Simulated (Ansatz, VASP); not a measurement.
**One calculation of WS2, two programs**

```
CELL_PARAMETERS angstrom
4.35206 0.00000 0.00000
-2.17603 3.76900 0.00000
0.00000 0.00000 2.96513
ATOMIC_POSITIONS crystal
W 0.00000 0.00000 0.50000
S 0.33333 0.66667 0.50000
S 0.66667 0.33333 0.50000
```

Alike in both runs: task relaxation of cell and atoms; functional PBE; k mesh 12 × 12 × 16; occupations gaussian, width 0.1 eV; no spin polarisation.

|  | VASP | Ansatz |
| --- | --- | --- |
| version | VASP 6.6.1 | Ansatz 0.2.0 |
| potentials or method | VASP PAW PBE potentials, release 64 (W_sv, S), cutoff 600 eV | scalar-relativistic, plane waves, PAW |
| valence electrons in the cell | 26 | 26 |

VASP gave:

- gap on the k mesh at the Fermi level, each at its own relaxed structure (eV): none
- relaxed volume (Å³/atom): 16.21
- relaxed cell length with the largest relative difference (Å): 2.965

Q: What did Ansatz give for the same quantities?

A: gap on the k mesh at the Fermi level, each at its own relaxed structure (eV): none; relaxed volume (Å³/atom): 16.20; relaxed cell length with the largest relative difference (Å): 2.963.

A gap of «none» marks a metal or a gap that the smearing closes.

Neither program's run includes spin-orbit coupling. Noted on VASP's run: the relaxation stopped at its first step, so nothing moved.
